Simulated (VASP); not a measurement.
A run of VASP 6.6.1:

INCAR

```
PREC = Accurate
ENCUT = 520
EDIFF = 1E-6
ISMEAR = 0
SIGMA = 0.1
LREAL = False
LASPH = True
NELM = 80
ALGO = Normal
ISIF = 2
LWAVE = False
LCHARG = True
GGA = PS
LELF = True
LVHAR = True
NBANDS = 24
```

File KPOINTS:

```
Automatic mesh
0
Gamma
  18 18 18
```

The input POSCAR:

```
CoPtO2
1.0
    1.4050915611      0.8112299911      5.8988731694
   -1.4050915611      0.8112299911      5.8988731694
    0.0000000000     -1.6224599821      5.8988731694
Co Pt O
1 1 2
Direct
    0.5000000000      0.5000000000      0.5000000000
    0.0000000000      0.0000000000      0.0000000000
    0.8877632707      0.8877632707      0.8877632707
    0.1122367293      0.1122367293      0.1122367293
```

Potentials or basis: VASP PAW PBE potentials, release 64 (Co, Pt, O).

Launch:

```console
$ cat potpaw_PBE.64/Co/POTCAR potpaw_PBE.64/Pt/POTCAR potpaw_PBE.64/O/POTCAR > POTCAR
$ mpirun -np 1 vasp_std > vasp.out
```

Hardware: 1 thread of AMD EPYC 9R45 96-Core Processor (Zen 5), with other jobs on the host.

Q: How long does it take, and how much memory?

A: Wall time 27 min on 1 thread of AMD EPYC 9R45 96-Core Processor (Zen 5) (shared host), peak memory 0.76 GiB. Counts: scf iterations 16, k points 580.
